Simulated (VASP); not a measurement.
# Ta2Si (I4/mcm) in VASP: notebook

The runs below take Ta2Si through relaxation of shape and atoms at fixed volume, single point, with PBEsol.

Program: VASP 6.6.1. These are calculated values, not measurements. Logs are shortened: lines on timing, memory, paths and dates and some standing lists are left out, and cuts for length are marked.

**1. The cell of the first run**

It takes space group I4/mcm (No. 140, tetragonal). The conventional cell has a = 6.255 Å, b = 6.255 Å, c = 5.141 Å, α = 90.00°, β = 90.00°, γ = 90.00°. Within 3.5 Å of Ta (site symmetry m2m) lie 4 Si at 2.67 Å and 11 Ta at 2.89 to 3.31 Å. Within 3.4 Å of Si (site symmetry 422) lie 2 Si at 2.57 Å and 8 Ta at 2.67 Å.

**2. Relaxation of shape and atoms at fixed volume, PBEsol (volume scaled by 1.06)**

Contents of INCAR:

```
SYSTEM = Ta2Si
ALGO = Fast ; EDIFF = 1E-6
EDIFFG = -0.01 ; ENCUT = 600
GGA = PS ; IBRION = 2
ISIF = 4 ; ISMEAR = 0
LASPH = .True. ; LCHARG = .False.
LREAL = .False. ; LWAVE = .False.
NELM = 100 ; NSW = 50
PREC = Accurate ; SIGMA = 0.1
```

Contents of KPOINTS:

```
k-points
0
Gamma
  10 10 10
  0 0 0
```

Contents of POSCAR:

```
Ta2Si
1.0
   -3.1277444912      3.1277444912      2.5706555262
    3.1277444912     -3.1277444912      2.5706555262
    3.1277444912      3.1277444912     -2.5706555262
Ta Si
4 2
Direct
    0.6634172961      0.8365827039      0.5000000000
    0.8365827039      0.3365827039      0.1731654077
    0.3365827039      0.1634172961      0.5000000000
    0.1634172961      0.6634172961      0.8268345923
    0.2500000000      0.2500000000      0.0000000000
    0.7500000000      0.7500000000      0.0000000000
```

Potentials or basis: VASP PAW PBE potentials, release 64 (Ta_pv, Si).

Started as:

```
$ cat potpaw_PBE.64/Ta_pv/POTCAR potpaw_PBE.64/Si/POTCAR > POTCAR
$ mpirun -np 1 vasp_std > vasp.out
```

OUTCAR:

```text
SYSTEM = Ta2Si
   EDIFF = 1E-6
   EDIFFG = -0.01
   ENCUT = 600
   GGA = PS
   IBRION = 2
   ISIF = 4
   ISMEAR = 0
   LASPH = .True.
   LREAL = .False.
   NELM = 100
   NSW = 50
   PREC = Accurate

 ion  position               nearest neighbor table
   1  0.663  0.837  0.500-   5 2.67   5 2.67   6 2.67   6 2.67   3 2.89   3 2.99   3 2.99   4 3.28
                             2 3.28   4 3.28   2 3.28   4 3.31   2 3.31   2 3.31   4 3.31
   2  0.837  0.337  0.173-   5 2.67   6 2.67   6 2.67   5 2.67   4 2.89   4 2.99   4 2.99   3 3.28
                             1 3.28   1 3.28   3 3.28   3 3.31   1 3.31   1 3.31   3 3.31
   3  0.337  0.163  0.500-   6 2.67   6 2.67   5 2.67   5 2.67   1 2.89   1 2.99   1 2.99   4 3.28
                             2 3.28   4 3.28   2 3.28   4 3.31   2 3.31   4 3.31   2 3.31
   4  0.163  0.663  0.827-   5 2.67   6 2.67   6 2.67   5 2.67   2 2.89   2 2.99   2 2.99   1 3.28
                             3 3.28   3 3.28   1 3.28   1 3.31   3 3.31   3 3.31   1 3.31
   5  0.250  0.250  0.000-   6 2.57   6 2.57   2 2.67   4 2.67   4 2.67   2 2.67   1 2.67   1 2.67
                             3 2.67   3 2.67
   6  0.750  0.750  0.000-   5 2.57   5 2.57   2 2.67   4 2.67   4 2.67   2 2.67   3 2.67   3 2.67
                             1 2.67   1 2.67

  LATTYP: Found a body centered tetragonal cell.
 ALAT       =     6.2554889824
 C/A-ratio  =     0.8218879558

  Lattice vectors:

 A1 = (  -3.1277444912,   3.1277444912,   2.5706555262)
 A2 = (   3.1277444912,  -3.1277444912,   2.5706555262)
 A3 = (   3.1277444912,   3.1277444912,  -2.5706555262)

Analysis of symmetry for initial positions (statically):
=====================================================================
 Subroutine PRICEL returns:
 Original cell was already a primitive cell.

 Routine SETGRP: Setting up the symmetry group for a
 body centered tetragonal supercell.

 Subroutine GETGRP returns: Found 16 space group operations
 (whereof  8 operations were pure point group operations)
 out of a pool of 16 trial point group operations.

The static configuration has the point symmetry C_4h.
 The point group associated with its full space group is D_4h.

Analysis of symmetry for dynamics (positions and initial velocities):
=====================================================================
 Subroutine PRICEL returns:
 Original cell was already a primitive cell.

 Routine SETGRP: Setting up the symmetry group for a
 body centered tetragonal supercell.

 Subroutine GETGRP returns: Found 16 space group operations
 (whereof  8 operations were pure point group operations)
 out of a pool of 16 trial point group operations.

The dynamic configuration has the point symmetry C_4h.
 The point group associated with its full space group is D_4h.

 Subroutine INISYM returns: Found 16 space group operations
 (whereof  8 operations are pure point group operations),
 and found     1 'primitive' translations

----------------------------------------------------------------------------------------

                                     Primitive cell

  volume of cell :     100.5927

  direct lattice vectors                    reciprocal lattice vectors
    -3.127744491  3.127744491  2.570655526     0.000000000  0.159859605  0.194502918
     3.127744491 -3.127744491  2.570655526     0.159859605  0.000000000  0.194502918
     3.127744491  3.127744491 -2.570655526     0.159859605  0.159859605  0.000000000

  length of vectors
     5.116037631  5.116037631  5.116037631     0.251766714  0.251766714  0.226075622

  position of ions in fractional coordinates (direct lattice)
     0.663417296  0.836582704  0.500000000
     0.836582704  0.336582704  0.173165408
     0.336582704  0.163417296  0.500000000
     0.163417296  0.663417296  0.826834592
     0.250000000  0.250000000  0.000000000
[... 97 lines left out ...]
   ISMEAR =     0;   SIGMA  =   0.10  broadening in eV -4-tet -1-fermi 0-gaus
   EFERMI_NEDOS =   21; number of points for ismear=-14 and -15
   IALGO  =     68    algorithm
   IMIX   =      4    mixing-type and parameters
     AMIX     =   0.40;   BMIX     =  1.00
     AMIX_MAG =   1.60;   BMIX_MAG =  1.00
  volume/ion in A,a.u.               =      16.77       113.14
  Fermi-wavevector in a.u.,A,eV,Ry     =   1.313874  2.482862 23.487269  1.726266
  Thomas-Fermi vector in A             =   2.444167
   LORBIT       =      0    0 simple, 1 ext, 2 COOP (PROOUT), +10 PAW based schemes
   GGA     = PS    functional components
   LHFCALC =     F    Hartree Fock is set to
   AEXX    =    0.0000 exact exchange contribution
   IVDW    =     0    specifies the selected vdW correction
   LEPSILON=     F    determine dielectric tensor
   LRPA    =     F    only Hartree local field effects (RPA)
 conjugate gradient relaxation of ions
 non-spin polarized calculation
 RMM-DIIS sequential band-by-band and
 Gauss-broadening in eV      SIGMA  =   0.10
  energy-cutoff  :      600.00
  volume of cell :      100.59
 maximum number of plane-waves:      3378
 NGX is ok and might be reduce to    42

--------------------------------------- Ionic step        1  -------------------------------------------

 number of electron      52.0000003 magnetization

 Free energy of the ion-electron system (eV)
  ---------------------------------------------------
  ext. energy  EPLUGINS =         0.00000000
  ---------------------------------------------------
  free energy    TOTEN  =       -65.10759086 eV

  energy without entropy =      -65.09022449  energy(sigma->0) =      -65.09890768

------------------------ aborting loop because EDIFF is reached ----------------------------------------

  FORCE on cell =-STRESS in cart. coord.  units (eV):
  Direction    XX          YY          ZZ          XY          YZ          ZX
  --------------------------------------------------------------------------------------
  -------------------------------------------------------------------------------------
  Total       -7.3243785     -7.3243785     -7.2037347      0.0000000     -0.0000000      0.0000000
  in kB     -116.6581140   -116.6581140   -114.7365745      0.0000000     -0.0000000      0.0000000
  external PRESSURE =    -116.0176009 kB  Pullay stress =       0.0000000 kB

 VOLUME and BASIS-vectors are now :
 -----------------------------------------------------------------------------
  energy-cutoff  :      600.00
  volume of cell :      100.59
      direct lattice vectors                 reciprocal lattice vectors
    -3.127744491  3.127744491  2.570655526     0.000000000  0.159859605  0.194502918
     3.127744491 -3.127744491  2.570655526     0.159859605  0.000000000  0.194502918
     3.127744491  3.127744491 -2.570655526     0.159859605  0.159859605  0.000000000

 POSITION                                       TOTAL-FORCE (eV/Angst)
 -----------------------------------------------------------------------------------
      2.10549      1.02226      2.57066        -0.029562      0.029562     -0.000000
     -1.02226      2.10549      2.57066        -0.029562     -0.029562     -0.000000
      1.02226      2.10549      0.00000         0.029562     -0.029562      0.000000
      4.15000      1.02226     -0.00000         0.029562      0.029562      0.000000
      0.00000      0.00000      1.28533         0.000000     -0.000000     -0.000000
      0.00000      0.00000      3.85598        -0.000000      0.000000     -0.000000
 -----------------------------------------------------------------------------------
    total drift:                                0.000000      0.000000      0.000000

  FREE ENERGIE OF THE ION-ELECTRON SYSTEM (eV)
  ---------------------------------------------------
  free  energy   TOTEN  =       -65.1075908567 eV

  energy  without entropy=      -65.0902244946  energy(sigma->0) =      -65.09890768

--------------------------------------- Ionic step        2  -------------------------------------------

 number of electron      52.0000002 magnetization

 Free energy of the ion-electron system (eV)
  ---------------------------------------------------
  ext. energy  EPLUGINS =         0.00000000
  ---------------------------------------------------
  free energy    TOTEN  =       -65.10784647 eV

  energy without entropy =      -65.09046799  energy(sigma->0) =      -65.09915723

 E-fermi :   6.9989     XC(G=0): -12.3138

 val. band max:        6.9938908808   @ k =  -0.1000  -0.4000   0.1000
 cond. band min:       7.0049240664   @ k =   0.3000   0.1000   0.0000
 fundamental gap:      0.0110331856
 Fermi energy:         6.9988799364

 k-point     1 :       0.0000    0.0000    0.0000
  band No.  band energies     occupation
      1     -27.5933      2.00000
      2     -27.5933      2.00000
      3     -27.5623      2.00000
      4     -27.5334      2.00000
      5     -27.5334      2.00000
      6     -27.5169      2.00000
[... 805 lines left out ...]
     30       8.6523      0.00000
     31       9.5385      0.00000

 [... further k-points ...]

------------------------ aborting loop because EDIFF is reached ----------------------------------------

  FORCE on cell =-STRESS in cart. coord.  units (eV):
  Direction    XX          YY          ZZ          XY          YZ          ZX
  --------------------------------------------------------------------------------------
  -------------------------------------------------------------------------------------
  Total       -7.2803070     -7.2803070     -7.2636053      0.0000000      0.0000000      0.0000000
  in kB     -115.9561706   -115.9561706   -115.6901569      0.0000000      0.0000000      0.0000000
  external PRESSURE =    -115.8674994 kB  Pullay stress =       0.0000000 kB

 VOLUME and BASIS-vectors are now :
 -----------------------------------------------------------------------------
  energy-cutoff  :      600.00
  volume of cell :      100.59
      direct lattice vectors                 reciprocal lattice vectors
    -3.126733483  3.126733483  2.572318203     0.000000000  0.159911295  0.194377196
     3.126733483 -3.126733483  2.572318203     0.159911295  0.000000000  0.194377196
     3.126733483  3.126733483 -2.572318203     0.159911295  0.159911295  0.000000000

 POSITION                                       TOTAL-FORCE (eV/Angst)
 -----------------------------------------------------------------------------------
      2.10338      1.02335      2.57232        -0.006581      0.006581     -0.000000
     -1.02335      2.10338      2.57232        -0.006581     -0.006581      0.000000
      1.02335      2.10338      0.00000         0.006581     -0.006581     -0.000000
      4.15008      1.02335     -0.00000         0.006581      0.006581      0.000000
      0.00000      0.00000      1.28616        -0.000000     -0.000000     -0.000000
      0.00000      0.00000      3.85848         0.000000     -0.000000     -0.000000
 -----------------------------------------------------------------------------------
    total drift:                                0.000000      0.000000     -0.000000

  FREE ENERGIE OF THE ION-ELECTRON SYSTEM (eV)
  ---------------------------------------------------
  free  energy   TOTEN  =       -65.1078464749 eV

  energy  without entropy=      -65.0904679911  energy(sigma->0) =      -65.09915723

 reached required accuracy - stopping structural energy minimisation
```

Wall time 14 min (1 thread of Intel Xeon Platinum 8488C (Sapphire Rapids), shared host); peak memory 0.47 GiB.

Results:

| Item | Value |
| --- | --- |
| Free energy | -65.1078 eV |
| Energy gained by relaxing | 0.0 meV/atom |
| Ionic steps | 2 |
| Pressure after relaxing | -11.6 GPa |
| Largest force after relaxing | 0.009 eV/Å |
| Band gap on the k mesh | zero (band 26 reaches 7.33 eV, above the bottom of band 27 at 6.66 eV) |

Forces on the atoms (eV/Å):
```
Ta  -0.007  0.007  0.000
Ta  -0.007 -0.007  0.000
Ta   0.007 -0.007  0.000
Ta   0.007  0.007  0.000
Si   0.000  0.000  0.000
Si   0.000  0.000  0.000
```

Step by step:
```tsv
step	energy change (eV)	largest force (eV/Å)	pressure (GPa)	volume (Å³)
1	0.0000	0.0418	-11.60	100.59
2	-0.0003	0.0093	-11.59	100.59
```

Final structure:
```cif
data_structure
_symmetry_space_group_name_H-M 'P 1'
_symmetry_Int_Tables_number 1
_cell_length_a 5.1156
_cell_length_b 5.1156
_cell_length_c 5.1156
_cell_angle_alpha 104.646
_cell_angle_beta 104.646
_cell_angle_gamma 119.625
_cell_volume 100.59
loop_
_atom_site_label
_atom_site_type_symbol
_atom_site_fract_x
_atom_site_fract_y
_atom_site_fract_z
_atom_site_occupancy
Ta1 Ta 0.66365 0.83635 0.50000 1
Ta2 Ta 0.83635 0.33635 0.17271 1
Ta3 Ta 0.33635 0.16365 0.50000 1
Ta4 Ta 0.16365 0.66365 0.82729 1
Si1 Si 0.25000 0.25000 0.00000 1
Si2 Si 0.75000 0.75000 0.00000 1
```

Caveat: the cell differs from its parent crystal (volume scaled by 1.06); the PAW data sets were made with another functional, which shifts forces and pressure a little; spin-orbit coupling is left out, which moves the levels of the heavy elements.

**3. Single point, PBEsol**

This run uses another cell than the first one: it holds 12 atoms, not 6.

Contents of INCAR:

```
SYSTEM = Ta2Si
ALGO = Fast
EDIFF = 1E-6
ENCUT = 520
GGA = PS
ISIF = 2
ISMEAR = 0
LASPH = .TRUE.
LCHARG = .FALSE.
LREAL = .FALSE.
LWAVE = .FALSE.
NBANDS = 64
NELM = 80
PREC = Accurate
SIGMA = 0.1
```

Contents of KPOINTS:

```
k-points
0
G
  6 6 8
  0 0 0
```

Contents of POSCAR:

```
Ta2Si
1.0
    6.1367534380      0.0000000000      0.0000000000
    0.0000000000      6.1367534380      0.0000000000
    0.0000000000      0.0000000000      5.0397987246
Ta Si
8 4
Direct
    0.3369338061      0.1630661939      0.5000000000
    0.8369338061      0.3369338061      0.5000000000
    0.1630661939      0.3369338061      0.0000000000
    0.6630661939      0.1630661939      0.0000000000
    0.8369338061      0.6630661939      0.0000000000
    0.3369338061      0.8369338061      0.0000000000
    0.6630661939      0.8369338061      0.5000000000
    0.1630661939      0.6630661939      0.5000000000
    0.0000000000      0.0000000000      0.2500000000
    0.0000000000      0.0000000000      0.7500000000
    0.5000000000      0.5000000000      0.7500000000
    0.5000000000      0.5000000000      0.2500000000
```

Potentials or basis: VASP PAW PBE potentials, release 64 (Ta_pv, Si).

Started as:

```
$ cat potpaw_PBE.64/Ta_pv/POTCAR potpaw_PBE.64/Si/POTCAR > POTCAR
$ mpirun -np 1 vasp_std > vasp.out
```

Wall time 17 min (1 thread of Oxide Virtual Turin-like, shared host); peak memory 0.54 GiB.

The run converged. Its results:

```yaml
Free_energy: -130.6277 eV
Pressure: 0.3 GPa
Largest_force: 0.010 eV/Å
Band_gap_on_the_k_mesh: zero (band 52 reaches 7.76 eV, above the bottom of band 53 at 7.45 eV)
```

Forces in eV/Å, atoms in the order of the input:
```
Ta   0.007 -0.007  0.000
Ta   0.007  0.007  0.000
Ta  -0.007  0.007  0.000
Ta  -0.007 -0.007  0.000
Ta   0.007 -0.007  0.000
Ta   0.007  0.007  0.000
Ta  -0.007  0.007  0.000
Ta  -0.007 -0.007  0.000
Si   0.000  0.000  0.000
Si   0.000  0.000  0.000
Si   0.000  0.000  0.000
Si   0.000  0.000  0.000
```

Levels at points of the mesh, in eV from the Fermi level:
```csv
k point,band 50,band 51,band 52,band 53,band 54,band 55
"(0.00, 0.00, 0.00)",-1.00,-0.23,0.20,0.21,0.22,0.72
"(0.50, 0.00, 0.00)",-0.45,-0.31,-0.31,0.48,0.48,0.55
"(0.50, 0.50, 0.00)",-0.21,0.04,0.04,0.07,0.07,0.66
"(0.00, 0.00, 0.50)",-1.05,-1.04,-1.04,0.48,0.48,0.48
"(0.50, 0.00, 0.50)",-1.04,-1.04,-1.04,0.69,0.69,0.69
"(0.50, 0.50, 0.50)",-1.09,-1.09,-1.09,0.79,0.79,0.79
```

Caveat: the PAW data sets were made with another functional, which shifts forces and pressure a little; spin-orbit coupling is left out, which moves the levels of the heavy elements.

**4. Single point, PBEsol (strain along c alone, the other axes held: +1.0 %, then relaxed in part)**

Contents of INCAR:

```
SYSTEM = Ta2Si
PREC     = Accurate       ! precision mode
ENCUT    = 520            ! plane-wave cutoff, eV
EDIFF    = 1E-6           ! SCF threshold, eV
ISMEAR   = 0              ! smearing method
SIGMA    = 0.1            ! smearing width, eV
LREAL    = .FALSE.        ! projectors in reciprocal space
LASPH    = .TRUE.         ! aspherical terms in the spheres
NELM     = 60             ! most SCF steps
ALGO     = Fast           ! electronic algorithm
ISIF     = 2              ! what is computed and relaxed
LWAVE    = .FALSE.        ! write WAVECAR
LCHARG   = .TRUE.         ! write CHGCAR
GGA      = PS             ! functional
LELF     = .TRUE.         ! ELF
LVHAR    = .TRUE.       
NBANDS   = 64             ! bands
```

Contents of KPOINTS:

```
Automatic mesh
0
G
  6 6 8
  0 0 0
```

Contents of POSCAR:

```
Ta2Si
1.0
    6.1367534380      0.0000000000      0.0000000000
    0.0000000000      6.1367534380      0.0000000000
    0.0000000000      0.0000000000      5.0901967118
Ta Si
8 4
Direct
    0.3367460245      0.1632539755      0.5000000000
    0.8367460245      0.3367460245      0.5000000000
    0.1632539755      0.3367460245      0.0000000000
    0.6632539755      0.1632539755      0.0000000000
    0.8367460245      0.6632539755      0.0000000000
    0.3367460245      0.8367460245      0.0000000000
    0.6632539755      0.8367460245      0.5000000000
    0.1632539755      0.6632539755      0.5000000000
    0.0000000000      0.0000000000      0.2500000000
    0.0000000000      0.0000000000      0.7500000000
    0.5000000000      0.5000000000      0.7500000000
    0.5000000000      0.5000000000      0.2500000000
```

Started as:

```
$ cat potpaw_PBE.64/Ta_pv/POTCAR potpaw_PBE.64/Si/POTCAR > POTCAR
$ mpirun -np 1 vasp_std > vasp.out
```

Run time: 18 min. Hardware: 1 thread of Oxide Virtual Turin-like, shared host; peak memory 0.54 GiB.

Results (log left out):

```yaml
Free_energy: -130.6125 eV
Pressure: -1.9 GPa
Largest_force: 0.006 eV/Å
Band_gap_on_the_k_mesh: zero (band 52 reaches 7.69 eV, above the bottom of band 53 at 7.37 eV)
```

Forces in eV/Å, atoms in the order of the input:
```
Ta   0.004 -0.004  0.000
Ta   0.004  0.004  0.000
Ta  -0.004  0.004  0.000
Ta  -0.004 -0.004  0.000
Ta   0.004 -0.004  0.000
Ta   0.004  0.004  0.000
Ta  -0.004  0.004  0.000
Ta  -0.004 -0.004  0.000
Si   0.000  0.000  0.000
Si   0.000  0.000  0.000
Si   0.000  0.000  0.000
Si   0.000  0.000  0.000
```

Stress tensor (GPa, compression positive):
```
-1.45  0.00  0.00
 0.00 -1.45  0.00
 0.00  0.00 -2.89
```

Levels at points of the mesh, in eV from the Fermi level:
```csv
k point,band 50,band 51,band 52,band 53,band 54,band 55
"(0.00, 0.00, 0.00)",-0.95,-0.18,0.12,0.23,0.27,0.73
"(0.50, 0.00, 0.00)",-0.42,-0.28,-0.28,0.49,0.49,0.59
"(0.50, 0.50, 0.00)",-0.22,0.06,0.06,0.09,0.09,0.68
"(0.00, 0.00, 0.50)",-1.01,-0.97,-0.97,0.52,0.52,0.52
"(0.50, 0.00, 0.50)",-1.03,-1.03,-1.03,0.69,0.69,0.69
"(0.50, 0.50, 0.50)",-1.07,-1.07,-1.07,0.78,0.78,0.78
```

Caveat: the cell differs from its parent crystal (strain along c alone, the other axes held: +1.0 %, then relaxed in part); the PAW data sets were made with another functional, which shifts forces and pressure a little; spin-orbit coupling is left out, which moves the levels of the heavy elements.

**5. Summary**

```tsv
task	cell	k mesh	cutoff (eV)	gap on the mesh (eV)	pressure (GPa)	largest force (eV/Å)
relaxation of shape and atoms at fixed volume	relaxed from a = 5.116 Å, angles 104.6, 104.6, 119.7°, 6 atoms	10 × 10 × 10	600	none	-11.6	0.01
single point	a = 6.137, b = 6.137, c = 5.040 Å, 12 atoms	6 × 6 × 8	520	none	0.3	0.01
single point	a = 6.137, b = 6.137, c = 5.090 Å, 12 atoms	6 × 6 × 8	520	none	-1.9	0.01
```

Alike in all rows: level PBEsol; potentials or basis VASP PAW PBE potentials, release 64 (Ta_pv, Si); no spin polarisation; smearing gaussian 0.1 eV.

Caveats: the PAW data sets were made with another functional, which shifts forces and pressure a little; spin-orbit coupling is left out, which moves the levels of the heavy elements.

Total energies depend on the potentials used, so only differences within one code and one set of settings carry meaning.
